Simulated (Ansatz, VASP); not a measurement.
NiGe15: VASP beside Ansatz

Contents of INCAR:

```
PREC     = Accurate       # precision mode
ENCUT    = 590            # plane-wave cutoff, eV
EDIFF    = 1E-6           # SCF threshold, eV
ISMEAR   = 0              # smearing method
SIGMA    = 0.05           # smearing width, eV
LREAL    = Auto         
LASPH    = T              # aspherical terms in the spheres
NELM     = 200            # most SCF steps
ALGO     = Normal         # electronic algorithm
ISIF     = 2              # what is computed and relaxed
LWAVE    = F              # write WAVECAR
LCHARG   = F              # write CHGCAR
LMAXMIX  = 4              # l up to which the mixer works
LDAU     = T              # DFT+U
LDAUTYPE = 2            
LDAUL    = 2 -1           # shell
LDAUU    = 5 0            # U, eV
LDAUJ    = 0 0          
LDAUPRINT= 1            
GGA      = PS             # functional
NBANDS   = 128            # bands
GGA_COMPAT= F
```

The input KPOINTS:

```
regular mesh
0
Gamma
  3 3 3
```

The input POSCAR:

```
NiGe15
1.0
    0.0000000000      5.6575400000      5.6575400000
    5.6575400000      0.0000000000      5.6575400000
    5.6575400000      5.6575400000      0.0000000000
Ni Ge
1 15
Direct
    1.0000000000      0.0000000000      0.0000000000
    0.0045283752      0.0045283752      0.4954716248
    0.0045283752      0.4954716248      0.0045283752
    0.0045283752      0.4954716248      0.4954716248
    0.4954716248      0.0045283752      0.0045283752
    0.4954716248      0.0045283752      0.4954716248
    0.4954716248      0.4954716248      0.0045283752
    0.5000000000      0.5000000000      0.5000000000
    0.1156763553      0.1156763553      0.1156763553
    0.1156763553      0.1156763553      0.6529709342
    0.1156763553      0.6529709342      0.1156763553
    0.1193427411      0.6268857530      0.6268857530
    0.6529709342      0.1156763553      0.1156763553
    0.6268857530      0.1193427411      0.6268857530
    0.6268857530      0.6268857530      0.1193427411
    0.6268857530      0.6268857530      0.6268857530
```

Input for Ansatz:

```yaml
crystal:
  lattice:
    - [0.0, 5.65754, 5.65754]
    - [5.65754, 0.0, 5.65754]
    - [5.65754, 5.65754, 0.0]
  atoms:
    - { symbol: Ni, position: [1.0, 0.0, 0.0] }
    - { symbol: Ge, position: [0.0045283752, 0.0045283752, 0.4954716248] }
    - { symbol: Ge, position: [0.0045283752, 0.4954716248, 0.0045283752] }
    - { symbol: Ge, position: [0.0045283752, 0.4954716248, 0.4954716248] }
    - { symbol: Ge, position: [0.4954716248, 0.0045283752, 0.0045283752] }
    - { symbol: Ge, position: [0.4954716248, 0.0045283752, 0.4954716248] }
    - { symbol: Ge, position: [0.4954716248, 0.4954716248, 0.0045283752] }
    - { symbol: Ge, position: [0.5, 0.5, 0.5] }
    - { symbol: Ge, position: [0.1156763553, 0.1156763553, 0.1156763553] }
    - { symbol: Ge, position: [0.1156763553, 0.1156763553, 0.6529709342] }
    - { symbol: Ge, position: [0.1156763553, 0.6529709342, 0.1156763553] }
    - { symbol: Ge, position: [0.1193427411, 0.626885753, 0.626885753] }
    - { symbol: Ge, position: [0.6529709342, 0.1156763553, 0.1156763553] }
    - { symbol: Ge, position: [0.626885753, 0.1193427411, 0.626885753] }
    - { symbol: Ge, position: [0.626885753, 0.626885753, 0.1193427411] }
    - { symbol: Ge, position: [0.626885753, 0.626885753, 0.626885753] }
basis:
  ecutwfc: 420
  ecutrho_ratio: 4
kpoints:
  mp_grid: { grid: [3, 3, 3] }
hamiltonian:
  xc: pbesol
  hubbard: { sites: [{ site: 0, l: d, u_eff: 5.0 }] }
scf:
  occupations: { method: gaussian, width: 0.05 }
  lower_state_search: "off"
  max_iter: 150
output:
  forces: true
  stress: true
  eigenvalues: true
  populations: true
  hubbard: { sites: [{ site: 0, l: d }] }
```

Alike in both runs: task single point; functional PBEsol; k mesh 3 × 3 × 3; occupations gaussian, width 0.05 eV; no spin polarisation; Hubbard terms Ni d U = 5.0 eV.

```csv
,VASP,Ansatz
version,VASP 6.6.1,Ansatz 0.2.0
potentials or method,"VASP PAW PBE potentials, release 64 (Ni_sv_GW, Ge_d), cutoff 590 eV","scalar-relativistic, plane waves, PAW"
valence electrons in the cell,228,228
```

```tsv
	VASP	Ansatz	Ansatz less VASP
gap on the k mesh at the Fermi level (eV)	none	none	-
pressure (GPa)	-1.1	-1.3	-0.19
rms of the force components (eV/Å)	0.011	0.006	-0.0046
```

VASP's potentials were made for PBE, not for PBEsol. The programs project onto different local orbitals, so the same U acts differently, and such runs can settle in different states. Atom by atom the forces differ by 0.006 eV/Å (rms over components). A gap of «none» marks a metal or a gap that the smearing closes. Ansatz's warnings: filled band counts differ across k points.
